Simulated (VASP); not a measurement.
# InP (F-43m) in VASP: further runs, part 2 of 2

VASP 6.6.1. The steps go on from the part before.

## Step 3: Single point, PBE

The input, INCAR:

```
SYSTEM = InP
ALGO     = Normal         ! electronic algorithm
EDIFF    = 1E-6           ! SCF threshold, eV
ENCUT    = 520            ! plane-wave cutoff, eV
GGA      = PE             ! functional
ISIF     = 2              ! what is computed and relaxed
ISMEAR   = 0              ! smearing method
LASPH    = .True.         ! aspherical terms in the spheres
LCHARG   = .False.        ! write CHGCAR
LREAL    = .False.        ! projectors in reciprocal space
LWAVE    = .False.        ! write WAVECAR
NBANDS   = 16             ! bands
NELM     = 100            ! most SCF steps
PREC     = Accurate       ! precision mode
SIGMA    = 0.01           ! smearing width, eV
```

The input, KPOINTS:

```
k-points
0
Gamma
  8 8 8
  0 0 0
```

The input, POSCAR:

```
InP
1.0
    0.0000000000      2.9537876425      2.9537876425
    2.9537876425      0.0000000000      2.9537876425
    2.9537876425      2.9537876425      0.0000000000
In P
1 1
Direct
    0.0000000000      0.0000000000      0.0000000000
    0.2500000000      0.2500000000      0.2500000000
```

Potentials or basis: VASP PAW PBE potentials, release 64 (In_d, P).

On the command line:

```bash
$ cat potpaw_PBE.64/In_d/POTCAR potpaw_PBE.64/P/POTCAR > POTCAR
$ mpirun -np 1 vasp_std > vasp.out
```

OUTCAR:

```text
SYSTEM = InP
   EDIFF = 1E-6
   ENCUT = 520
   GGA = PE
   ISIF = 2
   ISMEAR = 0
   LASPH = .True.
   LREAL = .False.
   NELM = 100
   PREC = Accurate

 ion  position               nearest neighbor table
   1  0.000  0.000  0.000-   2 2.56   2 2.56   2 2.56   2 2.56
   2  0.250  0.250  0.250-   1 2.56   1 2.56   1 2.56   1 2.56

  LATTYP: Found a face centered cubic cell.
 ALAT       =     5.9075752850

  Lattice vectors:

 A1 = (   0.0000000000,   2.9537876425,   2.9537876425)
 A2 = (   2.9537876425,   0.0000000000,   2.9537876425)
 A3 = (   2.9537876425,   2.9537876425,   0.0000000000)

Analysis of symmetry for initial positions (statically):
=====================================================================
 Subroutine PRICEL returns:
 Original cell was already a primitive cell.

 Routine SETGRP: Setting up the symmetry group for a
 face centered cubic supercell.

 Subroutine GETGRP returns: Found 24 space group operations
 (whereof 24 operations were pure point group operations)
 out of a pool of 48 trial point group operations.

[... 156 lines left out ...]
  ext. energy  EPLUGINS =         0.00000000
  ---------------------------------------------------
  free energy    TOTEN  =        -8.39939214 eV

  energy without entropy =       -8.39939214  energy(sigma->0) =       -8.39939214

 E-fermi :   4.9811     XC(G=0):  -9.1781

 val. band max:        4.9323495930   @ k =   0.0000   0.0000   0.0000
 cond. band min:       5.5146609591   @ k =   0.0000   0.0000   0.0000
 fundamental gap:      0.5823113661
 Fermi energy:         4.9811440631

 k-point     1 :       0.0000    0.0000    0.0000
  band No.  band energies     occupation
      1      -9.2083      2.00000
      2      -9.2083      2.00000
      3      -9.2083      2.00000
      4      -9.0679      2.00000
      5      -9.0679      2.00000
      6      -6.4248      2.00000
[... 433 lines left out ...]
      3      -9.1451      2.00000
      4      -9.0725      2.00000
      5      -9.0558      2.00000
      6      -4.4737      2.00000
[... 8 lines left out ...]
     15      15.5769      0.00000
     16      16.1721      0.00000

 [... further k-points ...]
[... 5 lines left out ...]
  --------------------------------------------------------------------------------------
  -------------------------------------------------------------------------------------
  Total        0.5134470      0.5134470      0.5134470      0.0000000      0.0000000     -0.0000000
  in kB       15.9602032     15.9602032     15.9602032      0.0000000      0.0000000     -0.0000000
  external PRESSURE =      15.9602032 kB  Pullay stress =       0.0000000 kB

 VOLUME and BASIS-vectors are now :
 -----------------------------------------------------------------------------
  energy-cutoff  :      520.00
  volume of cell :       51.54
      direct lattice vectors                 reciprocal lattice vectors
     0.000000000  2.953787643  2.953787643    -0.169274186  0.169274186  0.169274186
     2.953787643  0.000000000  2.953787643     0.169274186 -0.169274186  0.169274186
     2.953787643  2.953787643  0.000000000     0.169274186  0.169274186 -0.169274186

 POSITION                                       TOTAL-FORCE (eV/Angst)
 -----------------------------------------------------------------------------------
      0.00000      0.00000      0.00000        -0.000000     -0.000000     -0.000000
      1.47689      1.47689      1.47689         0.000000      0.000000      0.000000
 -----------------------------------------------------------------------------------
    total drift:                               -0.000000     -0.000000     -0.000000

  FREE ENERGIE OF THE ION-ELECTRON SYSTEM (eV)
  ---------------------------------------------------
  free  energy   TOTEN  =        -8.3993921391 eV

  energy  without entropy=       -8.3993921391  energy(sigma->0) =       -8.39939214
```

Wall time 8.3 s (1 thread of Intel Xeon 6975P-C (Granite Rapids), shared host); peak memory 0.18 GiB.

What came out:

```yaml
Free_energy: -8.3994 eV
Pressure: 1.6 GPa
Band_gap_on_the_k_mesh: 0.58 eV, direct
```

Caveat: spin-orbit coupling is left out, which moves the levels of the heavy elements. PBE gaps usually lie below the measured ones, often by a third to a half.
